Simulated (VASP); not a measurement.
# Ge (P6_3/mmc) in VASP: further runs, part 2 of 2

VASP 6.6.1. Earlier steps stand in the parts before.

## 4. Electric field gradients, PBE (20.54 Å³/atom)

This run uses another cell than the first one, of 20.54 Å³/atom.

Contents of INCAR:

```
PREC = Accurate ; ENCUT = 520
EDIFF = 1E-8 ; ISMEAR = -1
SIGMA = 0.05 ; LREAL = F
LASPH = T ; NELM = 60
ALGO = Normal ; ISIF = 2
LWAVE = F ; LCHARG = F
GGA = PE ; LEFG = T
NBANDS = 21
```

Contents of KPOINTS:

```
regular mesh
0
Gamma
  15 15 8
```

Contents of POSCAR:

```
Ge
1.0
    3.0343313785      0.0000000000      0.0000000000
   -1.5171656892      2.6278080573      0.0000000000
    0.0000000000      0.0000000000      5.1526087742
Ge
2
Direct
    0.3333333333      0.6666666667      0.2500000000
    0.6666666667      0.3333333333      0.7500000000
```

Potentials or basis: VASP PAW PBE potentials, release 64 (Ge_d).

Launch:

```
> cat potpaw_PBE.64/Ge_d/POTCAR > POTCAR
> mpirun -np 1 vasp_std > vasp.out
```

OUTCAR:

```text
PREC = Accurate
   ENCUT = 520
   EDIFF = 1E-8
   ISMEAR = -1
   LREAL = F
   LASPH = T
   NELM = 60
   ISIF = 2
   GGA = PE

 ion  position               nearest neighbor table
   1  0.333  0.667  0.250-
   2  0.667  0.333  0.750-

  LATTYP: Found a hexagonal cell.
 ALAT       =     3.0343313785
 C/A-ratio  =     1.6981035133

  Lattice vectors:

 A1 = (   3.0343313785,   0.0000000000,   0.0000000000)
 A2 = (  -1.5171656892,   2.6278080573,   0.0000000000)
 A3 = (   0.0000000000,   0.0000000000,   5.1526087742)

Analysis of symmetry for initial positions (statically):
=====================================================================
 Subroutine PRICEL returns:
 Original cell was already a primitive cell.

 Routine SETGRP: Setting up the symmetry group for a
 hexagonal supercell.

 Subroutine GETGRP returns: Found 24 space group operations
 (whereof 12 operations were pure point group operations)
 out of a pool of 24 trial point group operations.

The static configuration has the point symmetry D_3d.
 The point group associated with its full space group is D_6h.

Analysis of symmetry for dynamics (positions and initial velocities):
=====================================================================
 Subroutine PRICEL returns:
 Original cell was already a primitive cell.

 Routine SETGRP: Setting up the symmetry group for a
 hexagonal supercell.

 Subroutine GETGRP returns: Found 24 space group operations
 (whereof 12 operations were pure point group operations)
 out of a pool of 24 trial point group operations.

The dynamic configuration has the point symmetry D_3d.
[... 154 lines left out ...]

 k-point     1 :       0.0000    0.0000    0.0000
  band No.  band energies     occupation
      1     -18.8191      2.00000
      2     -18.8137      2.00000
      3     -18.8121      2.00000
      4     -18.8121      2.00000
      5     -18.8076      2.00000
      6     -18.8076      2.00000
[... 565 lines left out ...]
     20      17.9725      0.00000
     21      20.9038      0.00000

 [... further k-points ...]

------------------------ aborting loop because EDIFF is reached ----------------------------------------

  FORCE on cell =-STRESS in cart. coord.  units (eV):
  Direction    XX          YY          ZZ          XY          YZ          ZX
  --------------------------------------------------------------------------------------
  -------------------------------------------------------------------------------------
  Total       -0.8624068     -0.8624068     -0.8558955     -0.0000000     -0.0000000      0.0000000
  in kB      -33.6309328    -33.6309328    -33.3770180     -0.0000000     -0.0000000      0.0000000
  external PRESSURE =     -33.5462945 kB  Pullay stress =       0.0000000 kB

 VOLUME and BASIS-vectors are now :
 -----------------------------------------------------------------------------
  energy-cutoff  :      520.00
  volume of cell :       41.09
      direct lattice vectors                 reciprocal lattice vectors
     3.034331379  0.000000000  0.000000000     0.329561895  0.190272649  0.000000000
    -1.517165689  2.627808057  0.000000000     0.000000000  0.380545298  0.000000000
     0.000000000  0.000000000  5.152608774     0.000000000  0.000000000  0.194076446

 POSITION                                       TOTAL-FORCE (eV/Angst)
 -----------------------------------------------------------------------------------
     -0.00000      1.75187      1.28815         0.000000      0.000000      0.000000
      1.51717      0.87594      3.86446        -0.000000     -0.000000      0.000000
 -----------------------------------------------------------------------------------
    total drift:                               -0.000000      0.000000      0.000000

  FREE ENERGIE OF THE ION-ELECTRON SYSTEM (eV)
  ---------------------------------------------------
  free  energy   TOTEN  =        -8.3633726275 eV

  energy  without entropy=       -8.3560466380  energy(sigma->0) =       -8.35970963

 Electric field gradients (V/A^2)
---------------------------------------------------------------------
 ion       V_xx      V_yy      V_zz      V_xy      V_xz      V_yz
---------------------------------------------------------------------
   1       1.830     1.834    -3.663     0.003     0.000    -0.000
   2       1.830     1.834    -3.663     0.003    -0.000     0.000
---------------------------------------------------------------------

 Electric field gradients after diagonalization (V/A^2)
 (convention: |V_zz| > |V_xx| > |V_yy|)
----------------------------------------------------------------------
 ion       V_xx      V_yy      V_zz     asymmetry (V_yy - V_xx)/ V_zz
----------------------------------------------------------------------
   1       1.836     1.828    -3.663       0.002
   2       1.836     1.828    -3.663       0.002
----------------------------------------------------------------------

           NMR quadrupolar parameters

 Cq : quadrupolar parameter    Cq=e*Q*V_zz/h
 eta: asymmetry parameters     (V_yy - V_xx)/ V_zz
 Q  : nuclear electric quadrupole moment in mb (millibarn)
----------------------------------------------------------------------
 ion       Cq(MHz)       eta       Q (mb)
----------------------------------------------------------------------
   1      -0.009       0.002       1.000
   2      -0.009       0.002       1.000
----------------------------------------------------------------------
```

OSZICAR:

```text
N       E                     dE             d eps       ncg     rms          rms(c)
DAV:   1     0.178819524372E+03    0.17882E+03   -0.14454E+04  6430   0.373E+03
DAV:   2     0.162095129730E+02   -0.16261E+03   -0.15751E+03  5710   0.592E+02
DAV:   3    -0.766790095943E+01   -0.23877E+02   -0.23645E+02  6432   0.134E+02
DAV:   4    -0.837550107899E+01   -0.70760E+00   -0.70694E+00  6444   0.260E+01
DAV:   5    -0.838680769580E+01   -0.11307E-01   -0.11306E-01  6461   0.372E+00    0.135E+00
DAV:   6    -0.837032212324E+01    0.16486E-01   -0.18456E-02  7718   0.197E+00    0.738E-01
DAV:   7    -0.836360676829E+01    0.67154E-02   -0.11199E-02  7735   0.126E+00    0.774E-02
DAV:   8    -0.836335784303E+01    0.24893E-03   -0.97078E-04  6637   0.547E-01    0.267E-02
DAV:   9    -0.836336827201E+01   -0.10429E-04   -0.18175E-05  6521   0.478E-02    0.132E-02
DAV:  10    -0.836337302604E+01   -0.47540E-05   -0.26328E-06  6742   0.118E-02    0.355E-04
DAV:  11    -0.836337276670E+01    0.25935E-06   -0.99324E-08  7247   0.504E-03    0.304E-04
DAV:  12    -0.836337263454E+01    0.13216E-06   -0.41367E-09  3975   0.892E-04    0.381E-05
DAV:  13    -0.836337262750E+01    0.70413E-08   -0.57956E-10  3530   0.253E-04
   1 F= -.83633726E+01 E0= -.83597096E+01  d E =-.732599E-02
```

Wall time 91 s (1 thread of Intel Xeon 8259CL, shared host); peak memory 0.22 GiB.

Results:

```yaml
Free_energy: -8.3634 eV
Pressure: -3.4 GPa
Band_gap_on_the_k_mesh: zero (bands 14 and 15 overlap by 9.39 eV)
Largest_electric_field_gradient_by_atom: Ge -3.7 V/Å²
```

Levels at points of the mesh, in eV from the Fermi level:
```
           k point  band 12  band 13  band 14  band 15  band 16  band 17
(0.00, 0.00, 0.00)    -8.17    -5.14     6.72     6.72     7.59     8.31
(0.00, 0.00, 0.50)   -11.14     0.53     0.53     7.54     7.54     7.54
```

Electric field gradients, principal values (V/Å²):
```csv
atom,least,middle,greatest (by size)
1 Ge,1.828,1.836,-3.663
2 Ge,1.828,1.836,-3.663
```

Caveat: the cell stands under tension; without QUAD_EFG the Cq values of the log hold for a quadrupole moment of 1 mb, not for the nuclei.
